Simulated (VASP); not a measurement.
# LaBi (rocksalt type) (Fm-3m) in VASP: a series of runs

Runs on LaBi (rocksalt type). Level: LDA. Tasks: single point.

Everything below comes from runs of VASP 6.6.1. Logs are shortened: lines on timing, memory, paths and dates and some standing lists are left out, and cuts for length are marked.

**1. The cell of the first run**

Symmetry: Fm-3m, No. 225, cubic system. Conventional cell: a = 5.626 Å, b = 5.626 Å, c = 5.626 Å, α = 90.00°, β = 90.00°, γ = 90.00°. Within 3.7 Å of La (site symmetry m-3m) lie 6 Bi at 2.81 Å. Bi (site symmetry m-3m) has 6 La at 2.81 Å within 3.7 Å.

**2. Single point, LDA**

File INCAR:

```
PREC     = Accurate       # precision mode
ENCUT    = 520            # plane-wave cutoff, eV
EDIFF    = 1E-6           # SCF threshold, eV
ISMEAR   = -1             # smearing method
SIGMA    = 0.05           # smearing width, eV
LREAL    = False          # projectors in reciprocal space
LASPH    = True           # aspherical terms in the spheres
NELM     = 100            # most SCF steps
ALGO     = Normal         # electronic algorithm
ISIF     = 2              # what is computed and relaxed
LWAVE    = False          # write WAVECAR
LCHARG   = True           # write CHGCAR
LELF     = True           # ELF
LVHAR    = True         
NBANDS   = 20             # bands
```

File KPOINTS:

```
Automatic mesh
0
Gamma
  12 12 12
```

File POSCAR:

```
LaBi
1.0
    0.0000000000      2.8130000156      2.8130000156
    2.8130000156      0.0000000000      2.8130000156
    2.8130000156      2.8130000156      0.0000000000
La Bi
1 1
Direct
    0.0000000000      0.0000000000      0.0000000000
    0.5000000000      0.5000000000      0.5000000000
```

Potentials or basis: VASP PAW LDA potentials, release 64 (La, Bi_d).

Command:

```sh
cat potpaw_LDA.64/La/POTCAR potpaw_LDA.64/Bi_d/POTCAR > POTCAR
mpirun -np 1 vasp_std > vasp.out
```

OUTCAR:

```text
PREC = Accurate
   ENCUT = 520
   EDIFF = 1E-6
   ISMEAR = -1
   LREAL = False
   LASPH = True
   NELM = 100
   ISIF = 2

 ion  position               nearest neighbor table
   1  0.000  0.000  0.000-   2 2.81   2 2.81   2 2.81   2 2.81   2 2.81   2 2.81
   2  0.500  0.500  0.500-   1 2.81   1 2.81   1 2.81   1 2.81   1 2.81   1 2.81

  LATTYP: Found a face centered cubic cell.
 ALAT       =     5.6260000312

  Lattice vectors:

 A1 = (   0.0000000000,   2.8130000156,   2.8130000156)
 A2 = (   2.8130000156,   0.0000000000,   2.8130000156)
 A3 = (   2.8130000156,   2.8130000156,   0.0000000000)

Analysis of symmetry for initial positions (statically):
=====================================================================
 Subroutine PRICEL returns:
 Original cell was already a primitive cell.

 Routine SETGRP: Setting up the symmetry group for a
 face centered cubic supercell.

 Subroutine GETGRP returns: Found 48 space group operations
 (whereof 48 operations were pure point group operations)
 out of a pool of 48 trial point group operations.

The static configuration has the point symmetry O_h .

Analysis of symmetry for dynamics (positions and initial velocities):
=====================================================================
 Subroutine PRICEL returns:
 Original cell was already a primitive cell.

 Routine SETGRP: Setting up the symmetry group for a
 face centered cubic supercell.

 Subroutine GETGRP returns: Found 48 space group operations
 (whereof 48 operations were pure point group operations)
 out of a pool of 48 trial point group operations.

The dynamic configuration has the point symmetry O_h .

 Subroutine INISYM returns: Found 48 space group operations
 (whereof 48 operations are pure point group operations),
 and found     1 'primitive' translations

----------------------------------------------------------------------------------------

                                     Primitive cell

  volume of cell :      44.5184

  direct lattice vectors                    reciprocal lattice vectors
     0.000000000  2.813000016  2.813000016    -0.177746177  0.177746177  0.177746177
     2.813000016  0.000000000  2.813000016     0.177746177 -0.177746177  0.177746177
     2.813000016  2.813000016  0.000000000     0.177746177  0.177746177 -0.177746177

  length of vectors
     3.978182773  3.978182773  3.978182773     0.307865410  0.307865410  0.307865410

  position of ions in fractional coordinates (direct lattice)
     0.000000000  0.000000000  0.000000000
     0.500000000  0.500000000  0.500000000

  ion indices of the primitive-cell ions
   primitive index   ion index
                 1           1
                 2           2

----------------------------------------------------------------------------------------

 KPOINTS: Automatic mesh

Automatic generation of k-mesh.
 Grid dimensions read from file:
 generate k-points for:   12   12   12

 Generating k-lattice:

  Cartesian coordinates                     Fractional coordinates (reciprocal lattice)
    -0.014812181  0.014812181  0.014812181     0.083333333  0.000000000  0.000000000
     0.014812181 -0.014812181  0.014812181     0.000000000  0.083333333  0.000000000
     0.014812181  0.014812181 -0.014812181     0.000000000  0.000000000  0.083333333

  Length of vectors
     0.025655451  0.025655451  0.025655451

  Shift w.r.t. Gamma in fractional coordinates (k-lattice)
     0.000000000  0.000000000  0.000000000

 Subroutine IBZKPT returns following result:
 ===========================================

 Found     72 irreducible k-points:

 Following reciprocal coordinates:
            Coordinates               Weight
  0.000000  0.000000  0.000000      1.000000
  0.083333  0.000000  0.000000      8.000000
  0.166667  0.000000  0.000000      8.000000
  0.250000  0.000000  0.000000      8.000000
  0.333333  0.000000  0.000000      8.000000
  0.416667  0.000000  0.000000      8.000000
[... 16 lines left out ...]
  0.500000  0.166667  0.000000     24.000000
 -0.416667  0.166667  0.000000     24.000000
 [... further k-points ...]
   k-points           NKPTS =     72   k-points in BZ     NKDIM =     72   number of bands    NBANDS=     20
   number of dos      NEDOS =    301   number of ions     NIONS =      2
   total plane-waves  NPLWV =  27000
   dimension x,y,z NGX =    30 NGY =   30 NGZ =   30
   dimension x,y,z NGXF=    60 NGYF=   60 NGZF=   60
   ions per type =               1   1
   NGX,Y,Z   is equivalent  to a cutoff of  12.54, 12.54, 12.54 a.u.
   NGXF,Y,Z  is equivalent  to a cutoff of  25.07, 25.07, 25.07 a.u.
 SYSTEM =  unknown system
   PREC   = accura    normal or accurate (medium, high low for compatibility)
   ISTART =      0    job   : 0-new  1-cont  2-samecut
   ICHARG =      2    charge: 1-file 2-atom 10-const
   ISPIN  =      1    spin polarized calculation?
   LNONCOLLINEAR =      F non collinear calculations
   LSORBIT =      F    spin-orbit coupling
   LASPH  =      T    aspherical Exc in radial PAW
   ENCUT  =  520.0 eV  38.22 Ry    6.18 a.u.   7.40  7.40  7.40*2*pi/ulx,y,z
   NELM   =    100;   NELMIN=  2; NELMDL= -5     # of ELM steps
   EDIFF  = 0.1E-05   stopping-criterion for ELM
   LREAL  =      F    real-space projection
   EDIFFG = 0.1E-04   stopping-criterion for IOM
   NSW    =      0    number of steps for IOM
   IBRION =     -1    ionic relax: 0-MD 1-quasi-New 2-CG
   NFREE  =      0    steps in history (QN), initial steepest desc. (CG)
   ISIF   =      2    stress and relaxation
   ISYM   =      2    0-nonsym 1-usesym 2-fastsym
   POTIM  = 0.5000    time-step for ionic-motion
   TEBEG  =    0.0;   TEEND  =   0.0 temperature during run
   PSTRESS=    0.0 pullay stress
   NELECT =      26.0000    total number of electrons
   NUPDOWN=      -1.0000    fix difference up-down
   EMIN   =  10.00;   EMAX   =-10.00  energy-range for DOS
   EFERMI =   0.00;   METHOD = LEGACY
   ISMEAR =    -1;   SIGMA  =   0.05  broadening in eV -4-tet -1-fermi 0-gaus
   EFERMI_NEDOS =   21; number of points for ismear=-14 and -15
   IALGO  =     38    algorithm
   IMIX   =      4    mixing-type and parameters
     AMIX     =   0.40;   BMIX     =  1.00
     AMIX_MAG =   1.60;   BMIX_MAG =  1.00
  volume/ion in A,a.u.               =      22.26       150.21
  Fermi-wavevector in a.u.,A,eV,Ry     =   1.368420  2.585940 25.477922  1.872574
  Thomas-Fermi vector in A             =   2.494386
   LORBIT       =      0    0 simple, 1 ext, 2 COOP (PROOUT), +10 PAW based schemes
   GGA     = CA    functional components
   LHFCALC =     F    Hartree Fock is set to
   AEXX    =    0.0000 exact exchange contribution
   IVDW    =     0    specifies the selected vdW correction
   LEPSILON=     F    determine dielectric tensor
   LRPA    =     F    only Hartree local field effects (RPA)
 non-spin polarized calculation
  energy-cutoff  :      520.00
  volume of cell :       44.52
 maximum number of plane-waves:      1243
 NGX is ok and might be reduce to    30
   NGX = 15   NGY = 15   NGZ = 15

 number of electron      26.0000003 magnetization

 Free energy of the ion-electron system (eV)
  ---------------------------------------------------
  ext. energy  EPLUGINS =         0.00000000
  ---------------------------------------------------
  free energy    TOTEN  =        -9.11128815 eV

  energy without entropy =       -9.10735850  energy(sigma->0) =       -9.10932332

 E-fermi :  12.5921     XC(G=0): -12.0226

 val. band max:       12.5781191617   @ k =   0.0833   0.0833   0.0000
 cond. band min:      12.6253974818   @ k =   0.5000   0.4167   0.0000
 fundamental gap:      0.0472783200
 Fermi energy:        12.5920538830

 k-point     1 :       0.0000    0.0000    0.0000
  band No.  band energies     occupation
      1     -19.1912      2.00000
      2     -10.1632      2.00000
      3     -10.1632      2.00000
      4      -9.9962      2.00000
      5      -9.9962      2.00000
      6      -9.9962      2.00000
[... 12 lines left out ...]
     19      15.4370      0.00000
     20      16.1046      0.00000

 k-point     2 :       0.0833    0.0000    0.0000
  band No.  band energies     occupation
      1     -19.1786      2.00000
      2     -10.1720      2.00000
      3     -10.1720      2.00000
      4      -9.9969      2.00000
      5      -9.9937      2.00000
      6      -9.9937      2.00000
[... 12 lines left out ...]
     19      15.5865      0.00000
     20      16.1086      0.00000

 k-point     3 :       0.1667    0.0000    0.0000
  band No.  band energies     occupation
      1     -19.1439      2.00000
      2     -10.1968      2.00000
      3     -10.1968      2.00000
      4      -9.9994      2.00000
      5      -9.9862      2.00000
      6      -9.9862      2.00000
[... 12 lines left out ...]
     19      15.7666      0.00000
     20      16.1157      0.00000

 k-point     4 :       0.2500    0.0000    0.0000
  band No.  band energies     occupation
      1     -19.0958      2.00000
      2     -10.2312      2.00000
      3     -10.2312      2.00000
      4     -10.0037      2.00000
      5      -9.9748      2.00000
      6      -9.9748      2.00000
[... 12 lines left out ...]
     19      15.8595      0.00000
     20      16.1268      0.00000

 k-point     5 :       0.3333    0.0000    0.0000
  band No.  band energies     occupation
      1     -19.0469      2.00000
      2     -10.2658      2.00000
      3     -10.2658      2.00000
      4     -10.0092      2.00000
      5      -9.9626      2.00000
      6      -9.9626      2.00000
[... 12 lines left out ...]
     19      15.9491      0.00000
     20      16.1376      0.00000
[... 353 lines left out ...]
      6      -9.9581      2.00000
[... 12 lines left out ...]
     19      15.8694      0.00000
     20      16.1812      0.00000

 k-point    22 :       0.4167    0.1667    0.0000
  band No.  band energies     occupation
      1     -19.0260      2.00000
      2     -10.2333      2.00000
      3     -10.2233      2.00000
      4     -10.0060      2.00000
      5      -9.9599      2.00000
      6      -9.9477      2.00000
[... 12 lines left out ...]
     19      15.9800      0.00000
     20      16.1457      0.00000

 k-point    23 :       0.5000    0.1667    0.0000
  band No.  band energies     occupation
      1     -19.0020      2.00000
      2     -10.2584      2.00000
      3     -10.2235      2.00000
      4     -10.0038      2.00000
      5      -9.9561      2.00000
      6      -9.9433      2.00000
[... 12 lines left out ...]
     19      16.0330      0.00000
     20      16.1077      0.00000

 k-point    24 :      -0.4167    0.1667    0.0000
  band No.  band energies     occupation
      1     -18.9973      2.00000
      2     -10.2837      2.00000
      3     -10.2129      2.00000
      4     -10.0007      2.00000
      5      -9.9552      2.00000
      6      -9.9458      2.00000
[... 12 lines left out ...]
     19      16.0396      0.00000
     20      16.0780      0.00000

 [... further k-points ...]
[... 5 lines left out ...]
  --------------------------------------------------------------------------------------
  -------------------------------------------------------------------------------------
  Total       17.0148348     17.0148348     17.0148348      0.0000000     -0.0000000     -0.0000000
  in kB      612.3491498    612.3491498    612.3491498      0.0000000     -0.0000000     -0.0000000
  external PRESSURE =     612.3491498 kB  Pullay stress =       0.0000000 kB

 VOLUME and BASIS-vectors are now :
 -----------------------------------------------------------------------------
  energy-cutoff  :      520.00
  volume of cell :       44.52
      direct lattice vectors                 reciprocal lattice vectors
     0.000000000  2.813000016  2.813000016    -0.177746177  0.177746177  0.177746177
     2.813000016  0.000000000  2.813000016     0.177746177 -0.177746177  0.177746177
     2.813000016  2.813000016  0.000000000     0.177746177  0.177746177 -0.177746177

 POSITION                                       TOTAL-FORCE (eV/Angst)
 -----------------------------------------------------------------------------------
      0.00000      0.00000      0.00000         0.000000      0.000000      0.000000
      2.81300      2.81300      2.81300        -0.000000     -0.000000     -0.000000
 -----------------------------------------------------------------------------------
    total drift:                                0.000000      0.000000      0.000000

  FREE ENERGIE OF THE ION-ELECTRON SYSTEM (eV)
  ---------------------------------------------------
  free  energy   TOTEN  =        -9.1112881464 eV

  energy  without entropy=       -9.1073584996  energy(sigma->0) =       -9.10932332
```

It took 98 s on 1 thread of Intel Xeon Platinum 8259CL at 2.50GHz (Skylake/Cascade Lake), shared host; peak memory 0.21 GiB.

What came out:

```
Free energy            : -9.1113 eV
Pressure               : 61.2 GPa
Band gap on the k mesh : zero (band 13 reaches 12.95 eV, above the bottom of band 14 at 12.26 eV)
```

Caveat: spin-orbit coupling is left out, which moves the levels of the heavy elements.

**3. Single point, LDA**

File INCAR:

```
  PREC = Accurate
  ENCUT = 520
  EDIFF = 1E-6
  ISMEAR = -1
  SIGMA = 0.05
  LREAL = F
  LASPH = T
  NELM = 80
  ALGO = Normal
  ISIF = 2
  LWAVE = F
  LCHARG = F
  GGA = CA
  NBANDS = 20
```

File KPOINTS:

```
regular mesh
0
Gamma
  12 12 12
```

File POSCAR:

```
LaBi
1.0
    0.0000000000      2.8132209407      2.8132209407
    2.8132209407      0.0000000000      2.8132209407
    2.8132209407      2.8132209407      0.0000000000
La Bi
1 1
Direct
    0.0000000000      0.0000000000      0.0000000000
    0.5000000000      0.5000000000      0.5000000000
```

Potentials or basis: VASP PAW LDA potentials, release 64 (La, Bi_d).

Command:

```sh
cat potpaw_LDA.64/La/POTCAR potpaw_LDA.64/Bi_d/POTCAR > POTCAR
mpirun -np 1 vasp_std > vasp.out
```

Run time: 1.8 min. Hardware: 1 thread of Intel Xeon Platinum 8259CL at 2.50GHz (Skylake/Cascade Lake), shared host; peak memory 0.21 GiB.

The run converged. Its results:

```yaml
Free_energy: -9.1153 eV
Pressure: 61.2 GPa
Band_gap_on_the_k_mesh: zero (band 13 reaches 12.95 eV, above the bottom of band 14 at 12.26 eV)
```

Levels at points of the mesh, in eV from the Fermi level:
```
           k point  band 9  band 10  band 11  band 12  band 13  band 14  band 15  band 16  band 17  band 18
(0.00, 0.00, 0.00)  -15.48   -11.89     0.36     0.36     0.36     0.92     0.92     0.92     2.05     2.84
(0.50, 0.00, 0.00)  -15.12    -8.35    -4.86    -2.92    -2.92     2.21     2.83     2.83     3.38     3.38
(0.50, 0.50, 0.00)  -15.96   -11.68    -1.53    -0.67     0.32     0.32     2.81     2.99     3.07     3.07
```

Caveat: spin-orbit coupling is left out, which moves the levels of the heavy elements.
